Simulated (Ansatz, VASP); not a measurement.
**BiTe in VASP and in Ansatz**

```xyz
2
Lattice="0.0000 3.2350 3.3321 3.2350 0.0000 3.3321 3.2350 3.2350 0.0000" Properties=species:S:1:pos:R:3 pbc="T T T"
Bi    0.0000    0.0000    0.0000
Te    3.2350    3.2350    3.3321
```

Change from the starting cell: z stretched by +3 %, ions relaxed.

Alike in both runs: functional PBE; k mesh 13 × 13 × 13; occupations fermi-dirac, width 0.05 eV; no spin polarisation.

Ansatz relaxed the structure, and its values are those at the end. VASP's run is a single point on that final structure, the one shown.

|  | VASP | Ansatz |
| --- | --- | --- |
| version | VASP 6.6.1 | Ansatz 0.2.0 |
| potentials or method | VASP PAW PBE potentials, release 64 (Bi_d, Te) | plane-wave PAW, scalar-relativistic |
| plane-wave cutoff (eV) | 520 | 420 |
| valence electrons in the cell | 21 | 31 |

|  | VASP | Ansatz | Ansatz less VASP |
| --- | --- | --- | --- |
| pressure (GPa) | -0.6 | -0.6 | +0.06 |

VASP's potentials hold 21 valence electrons a cell and Ansatz's 31, so a difference there can come from the potentials and not from the codes. Ansatz's warnings: stress scf threshold loose.

Spin-orbit coupling is off throughout.
